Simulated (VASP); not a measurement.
# Ge2Sb2Te5 (P-3m1) in VASP: relaxation of cell and atoms with PBE

Aim: the relaxation of cell and atoms of Ge2Sb2Te5 with PBE.

All numbers are computed with VASP 6.6.1; they aren't measurements. Logs are shortened: lines on timing, memory, paths and dates and some standing lists are left out, and cuts for length are marked.

## 1. The cell of the first run

The structure is trigonal, space group P-3m1 (No. 164). Conventional cell: a = 4.294 Å, b = 4.294 Å, c = 17.101 Å, α = 90.00°, β = 90.00°, γ = 120.00°. Ge (site symmetry 3m) has 6 Te at 3.00 to 3.04 Å within 3.9 Å. Sb (site symmetry 3m) has 6 Te at 3.01 to 3.20 Å within 4.0 Å. Within 4.0 Å of Te (site symmetry -3m) lie 6 Ge at 3.04 Å. Te (site symmetry 3m) has 3 Ge at 3.00 Å and 3 Sb at 3.20 Å within 3.9 Å. Te (site symmetry 3m) has 3 Sb at 3.01 Å and 3 Te at 3.70 Å within 4.0 Å.

## 2. Relaxation of cell and atoms, PBE

INCAR reads:

```
SYSTEM = Ge2Sb2Te5
ALGO = Normal
EDIFF = 1E-7
EDIFFG = -0.005
ENCUT = 600
GGA = PE
IBRION = 2
ISIF = 3
ISMEAR = 0
LASPH = .TRUE.
LCHARG = .FALSE.
LREAL = .FALSE.
LWAVE = .FALSE.
NELM = 60
NSW = 100
PREC = Accurate
SIGMA = 0.01
```

KPOINTS reads:

```
k-points
0
G
  9 9 2
  0 0 0
```

POSCAR reads:

```
Ge2Sb2Te5
1.0
    4.2940644248      0.0000000000      0.0000000000
   -2.1470322124      3.7187688774      0.0000000000
    0.0000000000      0.0000000000     17.1013460000
Ge Sb Te
2 2 5
Direct
    0.3333333300      0.6666666700      0.8971050000
    0.6666666700      0.3333333300      0.1028950000
    0.0000000000      0.0000000000      0.6799320000
    0.0000000000      0.0000000000      0.3200680000
    0.0000000000      0.0000000000      0.0000000000
    0.6666666700      0.3333333300      0.7984580000
    0.3333333300      0.6666666700      0.2015420000
    0.3333333300      0.6666666700      0.5801080000
    0.6666666700      0.3333333300      0.4198920000
```

Potentials or basis: VASP PAW PBE potentials, release 64 (Ge_d, Sb, Te).

Started as:

```
$ cat potpaw_PBE.64/Ge_d/POTCAR potpaw_PBE.64/Sb/POTCAR potpaw_PBE.64/Te/POTCAR > POTCAR
$ mpirun -np 1 vasp_std > vasp.out
```

OUTCAR:

```text
SYSTEM = Ge2Sb2Te5
   EDIFF = 1E-7
   EDIFFG = -0.005
   ENCUT = 600
   GGA = PE
   IBRION = 2
   ISIF = 3
   ISMEAR = 0
   LASPH = .TRUE.
   LREAL = .FALSE.
   NELM = 60
   NSW = 100
   PREC = Accurate

 ion  position               nearest neighbor table
   1  0.333  0.667  0.897-   6 3.00   6 3.00   6 3.00   5 3.04   5 3.04   5 3.04
   2  0.667  0.333  0.103-   7 3.00   7 3.00   7 3.00   5 3.04   5 3.04   5 3.04
   3  0.000  0.000  0.680-   8 3.01   8 3.01   8 3.01   6 3.20   6 3.20   6 3.20
   4  0.000  0.000  0.320-   9 3.01   9 3.01   9 3.01   7 3.20   7 3.20   7 3.20
   5  0.000  0.000  0.000-   1 3.04   2 3.04   2 3.04   1 3.04   2 3.04   1 3.04
   6  0.667  0.333  0.798-   1 3.00   1 3.00   1 3.00   3 3.20   3 3.20   3 3.20
   7  0.333  0.667  0.202-   2 3.00   2 3.00   2 3.00   4 3.20   4 3.20   4 3.20
   8  0.333  0.667  0.580-   3 3.01   3 3.01   3 3.01
   9  0.667  0.333  0.420-   4 3.01   4 3.01   4 3.01

  LATTYP: Found a hexagonal cell.
 ALAT       =     4.2940644248
 C/A-ratio  =     3.9825545936

  Lattice vectors:

 A1 = (   4.2940644248,   0.0000000000,   0.0000000000)
 A2 = (  -2.1470322124,   3.7187688774,   0.0000000000)
 A3 = (   0.0000000000,   0.0000000000,  17.1013460000)

Analysis of symmetry for initial positions (statically):
=====================================================================
 Subroutine PRICEL returns:
 Original cell was already a primitive cell.

 Routine SETGRP: Setting up the symmetry group for a
 hexagonal supercell.

 Subroutine GETGRP returns: Found 12 space group operations
 (whereof 12 operations were pure point group operations)
 out of a pool of 24 trial point group operations.

The static configuration has the point symmetry D_3d.

Analysis of symmetry for dynamics (positions and initial velocities):
=====================================================================
 Subroutine PRICEL returns:
 Original cell was already a primitive cell.

 Routine SETGRP: Setting up the symmetry group for a
 hexagonal supercell.

 Subroutine GETGRP returns: Found 12 space group operations
 (whereof 12 operations were pure point group operations)
 out of a pool of 24 trial point group operations.

The dynamic configuration has the point symmetry D_3d.

 Subroutine INISYM returns: Found 12 space group operations
 (whereof 12 operations are pure point group operations),
 and found     1 'primitive' translations

----------------------------------------------------------------------------------------

                                     Primitive cell

  volume of cell :     273.0851

  direct lattice vectors                    reciprocal lattice vectors
     4.294064425  0.000000000  0.000000000     0.232879599  0.134453099  0.000000000
    -2.147032212  3.718768877  0.000000000     0.000000000  0.268906198  0.000000000
     0.000000000  0.000000000 17.101346000     0.000000000  0.000000000  0.058474929

  length of vectors
     4.294064425  4.294064425 17.101346000     0.268906198  0.268906198  0.058474929

  position of ions in fractional coordinates (direct lattice)
     0.333333330  0.666666670  0.897105000
     0.666666670  0.333333330  0.102895000
     0.000000000  0.000000000  0.679932000
     0.000000000  0.000000000  0.320068000
     0.000000000  0.000000000  0.000000000
     0.666666670  0.333333330  0.798458000
     0.333333330  0.666666670  0.201542000
     0.333333330  0.666666670  0.580108000
     0.666666670  0.333333330  0.419892000

  ion indices of the primitive-cell ions
   primitive index   ion index
                 1           1
                 2           2
                 3           3
                 4           4
                 5           5
                 6           6
                 7           7
                 8           8
                 9           9

----------------------------------------------------------------------------------------

 KPOINTS: k-points

Automatic generation of k-mesh.
 Grid dimensions read from file:
 generate k-points for:    9    9    2

 Generating k-lattice:

  Cartesian coordinates                     Fractional coordinates (reciprocal lattice)
     0.025875511  0.014939233  0.000000000     0.111111111  0.000000000  0.000000000
     0.000000000  0.029878466  0.000000000     0.000000000  0.111111111  0.000000000
     0.000000000  0.000000000  0.029237465     0.000000000  0.000000000  0.500000000

  Length of vectors
     0.029878466  0.029878466  0.029237465

  Shift w.r.t. Gamma in fractional coordinates (k-lattice)
     0.000000000  0.000000000  0.000000000

 Subroutine IBZKPT returns following result:
 ===========================================

 Found     24 irreducible k-points:

 Following reciprocal coordinates:
            Coordinates               Weight
  0.000000  0.000000  0.000000      1.000000
  0.111111 -0.000000  0.000000      6.000000
  0.222222 -0.000000  0.000000      6.000000
  0.333333 -0.000000  0.000000      6.000000
  0.444444 -0.000000  0.000000      6.000000
  0.111111  0.111111  0.000000      6.000000
[... 16 lines left out ...]
  0.333333  0.222222  0.500000     12.000000
  0.333333  0.333333  0.500000      2.000000
   k-points           NKPTS =     24   k-points in BZ     NKDIM =     24   number of bands    NBANDS=     40
   number of dos      NEDOS =    301   number of ions     NIONS =      9
   total plane-waves  NPLWV = 181440
   dimension x,y,z NGX =    36 NGY =   36 NGZ =  140
   dimension x,y,z NGXF=    72 NGYF=   72 NGZF=  280
   ions per type =               2   2   5
   NGX,Y,Z   is equivalent  to a cutoff of  13.94, 13.94, 13.61 a.u.
   NGXF,Y,Z  is equivalent  to a cutoff of  27.88, 27.88, 27.22 a.u.
 SYSTEM =  Ge2Sb2Te5
   PREC   = accura    normal or accurate (medium, high low for compatibility)
   ISTART =      0    job   : 0-new  1-cont  2-samecut
   ICHARG =      2    charge: 1-file 2-atom 10-const
   ISPIN  =      1    spin polarized calculation?
   LNONCOLLINEAR =      F non collinear calculations
   LSORBIT =      F    spin-orbit coupling
   LASPH  =      T    aspherical Exc in radial PAW
   ENCUT  =  600.0 eV  44.10 Ry    6.64 a.u.   8.58  8.58 34.16*2*pi/ulx,y,z
   NELM   =     60;   NELMIN=  2; NELMDL= -5     # of ELM steps
   EDIFF  = 0.1E-06   stopping-criterion for ELM
   LREAL  =      F    real-space projection
   EDIFFG = -.5E-02   stopping-criterion for IOM
   NSW    =    100    number of steps for IOM
   IBRION =      2    ionic relax: 0-MD 1-quasi-New 2-CG
   NFREE  =      1    steps in history (QN), initial steepest desc. (CG)
   ISIF   =      3    stress and relaxation
   ISYM   =      2    0-nonsym 1-usesym 2-fastsym
   POTIM  = 0.5000    time-step for ionic-motion
   TEBEG  =    0.0;   TEEND  =   0.0 temperature during run
   PSTRESS=    0.0 pullay stress
   NELECT =      68.0000    total number of electrons
   NUPDOWN=      -1.0000    fix difference up-down
   EMIN   =  10.00;   EMAX   =-10.00  energy-range for DOS
   EFERMI =   0.00;   METHOD = LEGACY
   ISMEAR =     0;   SIGMA  =   0.01  broadening in eV -4-tet -1-fermi 0-gaus
   EFERMI_NEDOS =   21; number of points for ismear=-14 and -15
   IALGO  =     38    algorithm
   IMIX   =      4    mixing-type and parameters
     AMIX     =   0.40;   BMIX     =  1.00
     AMIX_MAG =   1.60;   BMIX_MAG =  1.00
  volume/ion in A,a.u.               =      30.34       204.76
  Fermi-wavevector in a.u.,A,eV,Ry     =   1.029940  1.946304 14.432730  1.060776
  Thomas-Fermi vector in A             =   2.164013
   LORBIT       =      0    0 simple, 1 ext, 2 COOP (PROOUT), +10 PAW based schemes
   GGA     = PE    functional components
   LHFCALC =     F    Hartree Fock is set to
   AEXX    =    0.0000 exact exchange contribution
   IVDW    =     0    specifies the selected vdW correction
   LEPSILON=     F    determine dielectric tensor
   LRPA    =     F    only Hartree local field effects (RPA)
 conjugate gradient relaxation of ions
 non-spin polarized calculation
 Gauss-broadening in eV      SIGMA  =   0.01
  energy-cutoff  :      600.00
  volume of cell :      273.09
 maximum number of plane-waves:      9157
 NGX is ok and might be reduce to    36
   NGX = 17   NGY = 17   NGZ = 69

--------------------------------------- Ionic step        1  -------------------------------------------

 number of electron      68.0000023 magnetization

 Free energy of the ion-electron system (eV)
  ---------------------------------------------------
  ext. energy  EPLUGINS =         0.00000000
  ---------------------------------------------------
  free energy    TOTEN  =       -33.96634746 eV

  energy without entropy =      -33.96634746  energy(sigma->0) =      -33.96634746

------------------------ aborting loop because EDIFF is reached ----------------------------------------

  FORCE on cell =-STRESS in cart. coord.  units (eV):
  Direction    XX          YY          ZZ          XY          YZ          ZX
  --------------------------------------------------------------------------------------
  -------------------------------------------------------------------------------------
  Total        0.5105473      0.5105473      0.5741385      0.0000000      0.0000000      0.0000000
  in kB        2.9953566      2.9953566      3.3684429      0.0000000      0.0000000      0.0000000
  external PRESSURE =       3.1197187 kB  Pullay stress =       0.0000000 kB
[... 110 lines left out ...]
  FREE ENERGIE OF THE ION-ELECTRON SYSTEM (eV)
  ---------------------------------------------------
  free  energy   TOTEN  =       -33.9692572642 eV

  energy  without entropy=      -33.9692572642  energy(sigma->0) =      -33.96925726

[... ionic steps 4 to 32 ...]

--------------------------------------- Ionic step       33  -------------------------------------------

 number of electron      68.0000033 magnetization

------------------------ aborting loop because EDIFF is reached ----------------------------------------

  FORCE on cell =-STRESS in cart. coord.  units (eV):
  Direction    XX          YY          ZZ          XY          YZ          ZX
  --------------------------------------------------------------------------------------
  -------------------------------------------------------------------------------------
  Total        0.0471680      0.0471680      0.0540448     -0.0000000      0.0000000     -0.0000000
  in kB        0.2692850      0.2692850      0.3085454     -0.0000000      0.0000000     -0.0000000
  external PRESSURE =       0.2823718 kB  Pullay stress =       0.0000000 kB
[... 71 lines left out ...]
  energy  without entropy=      -33.9981089189  energy(sigma->0) =      -33.99810892

--------------------------------------- Ionic step       35  -------------------------------------------

 number of electron      68.0000035 magnetization

 Free energy of the ion-electron system (eV)
  ---------------------------------------------------
  ext. energy  EPLUGINS =         0.00000000
  ---------------------------------------------------
  free energy    TOTEN  =       -33.99812979 eV

  energy without entropy =      -33.99812979  energy(sigma->0) =      -33.99812979

 E-fermi :   5.7928     XC(G=0):  -9.2661

 val. band max:        5.6814149154   @ k =   0.0000   0.0000   0.0000
 cond. band min:       6.2332093956   @ k =   0.0000   0.0000   0.0000
 fundamental gap:      0.5517944803
 Fermi energy:         5.7927770917

 k-point     1 :       0.0000    0.0000    0.0000
  band No.  band energies     occupation
      1     -19.0489      2.00000
      2     -19.0489      2.00000
      3     -19.0484      2.00000
      4     -19.0484      2.00000
      5     -19.0448      2.00000
      6     -19.0446      2.00000
[... 1057 lines left out ...]
  FREE ENERGIE OF THE ION-ELECTRON SYSTEM (eV)
  ---------------------------------------------------
  free  energy   TOTEN  =       -33.9981297938 eV

  energy  without entropy=      -33.9981297938  energy(sigma->0) =      -33.99812979

 reached required accuracy - stopping structural energy minimisation
```

It took 72 min on 1 thread of Intel Xeon 6975P-C (Granite Rapids), shared host; peak memory 0.73 GiB.

What came out:

```yaml
Free_energy: -33.9981 eV
Relaxed_volume: 31.20 Å³/atom
Relaxed_cell: a = 4.293 Å, b = 4.293 Å, c = 17.596 Å, α = 90.00°, β = 90.00°, γ = 120.00°
Space_group_after_relaxing_to_0.1_Å: P-3m1 (No. 164)
Energy_gained_by_relaxing: 3.5 meV/atom
Ionic_steps: 35
Pressure_after_relaxing: 0.0 GPa
Largest_force_after_relaxing: 0.004 eV/Å
Band_gap_on_the_k_mesh: 0.55 eV
```

Forces in eV/Å, atoms in the order of the input:
```
Ge   0.000  0.000  0.001
Ge   0.000  0.000 -0.001
Sb   0.000  0.000 -0.004
Sb   0.000  0.000  0.004
Te   0.000  0.000  0.000
Te   0.000  0.000  0.002
Te   0.000  0.000 -0.002
Te   0.000  0.000  0.004
Te   0.000  0.000 -0.004
```

Step by step:
| step | energy change (eV) | largest force (eV/Å) | pressure (GPa) | volume (Å³) |
| --- | --- | --- | --- | --- |
| 1 | 0.0000 | 0.0976 | 0.31 | 273.09 |
| 2 | -0.0029 | 0.0921 | -0.12 | 275.43 |
| 3 | -0.0029 | 0.0868 | -0.09 | 275.25 |
| 4 | -0.0048 | 0.0810 | -0.08 | 275.28 |
| 5 | -0.0090 | 0.0699 | -0.04 | 275.35 |
| 6 | -0.0114 | 0.1367 | 0.05 | 275.48 |
| 7 | -0.0130 | 0.1357 | 0.02 | 275.69 |
| 8 | -0.0171 | 0.1332 | -0.01 | 276.32 |
| 9 | -0.0224 | 0.1267 | -0.09 | 277.59 |
| 10 | -0.0234 | 0.1154 | -0.22 | 280.11 |
| 11 | -0.0244 | 0.1205 | -0.17 | 279.04 |
| 12 | -0.0261 | 0.0597 | 0.35 | 276.85 |
| 13 | -0.0269 | 0.0799 | 0.16 | 277.63 |
| 14 | -0.0298 | 0.0533 | 0.07 | 278.70 |
| 15 | -0.0303 | 0.0563 | 0.02 | 279.31 |
| 16 | -0.0311 | 0.0208 | -0.02 | 279.78 |
| 17 | -0.0313 | 0.0120 | -0.04 | 280.10 |
| 18 | -0.0312 | 0.0155 | 0.08 | 279.49 |
| 19 | -0.0313 | 0.0074 | 0.01 | 279.84 |
| 20 | -0.0313 | 0.0069 | 0.01 | 279.86 |
| 21 | -0.0314 | 0.0052 | 0.01 | 279.86 |
| 22 | -0.0314 | 0.0062 | 0.01 | 279.86 |
| 23 | -0.0314 | 0.0094 | 0.01 | 279.86 |
| 24 | -0.0314 | 0.0100 | 0.00 | 279.92 |
| 25 | -0.0314 | 0.0120 | -0.01 | 280.08 |
| 26 | -0.0315 | 0.0163 | -0.04 | 280.40 |
| 27 | -0.0315 | 0.0158 | -0.04 | 280.40 |
| 28 | -0.0315 | 0.0145 | -0.04 | 280.42 |
| 29 | -0.0315 | 0.0118 | -0.04 | 280.47 |
| 30 | -0.0316 | 0.0121 | -0.03 | 280.55 |
| 31 | -0.0316 | 0.0192 | -0.01 | 280.71 |
| 32 | -0.0317 | 0.0160 | 0.00 | 280.69 |
| 33 | -0.0318 | 0.0064 | 0.03 | 280.64 |
| 34 | -0.0318 | 0.0047 | 0.03 | 280.62 |
| 35 | -0.0318 | 0.0041 | -0.01 | 280.82 |

Final structure:
```yaml
crystal:
  lattice:
    - [4.29290, 0.00000, 0.00000]
    - [-2.14645, 3.71776, 0.00000]
    - [0.00000, 0.00000, 17.59551]
  atoms:
    - { symbol: Ge, position: [0.33333, 0.66667, 0.90152] }
    - { symbol: Ge, position: [0.66667, 0.33333, 0.09848] }
    - { symbol: Sb, position: [0.00000, 0.00000, 0.69001] }
    - { symbol: Sb, position: [0.00000, 0.00000, 0.30999] }
    - { symbol: Te, position: [0.00000, 0.00000, 0.00000] }
    - { symbol: Te, position: [0.66667, 0.33333, 0.80536] }
    - { symbol: Te, position: [0.33333, 0.66667, 0.19464] }
    - { symbol: Te, position: [0.33333, 0.66667, 0.59259] }
    - { symbol: Te, position: [0.66667, 0.33333, 0.40741] }
```

Levels at points of the mesh, in eV from the valence-band top:
```
           k point  band 30  band 31  band 32  band 33  band 34  band 35  band 36  band 37  band 38  band 39
(0.00, 0.00, 0.00)    -1.05    -1.05    -0.88    -0.60     0.00     0.55     0.59     0.59     1.11     1.11
(0.00, 0.00, 0.50)    -1.13    -1.09    -1.09    -0.44    -0.10     0.67     0.69     0.69     0.95     0.95
```

Caveat: spin-orbit coupling is left out, which moves the levels of the heavy elements; this functional lacks dispersion, which binds layers or chains, so the pressure and a relaxed spacing across them are unreliable. A k mesh can miss the band edges.
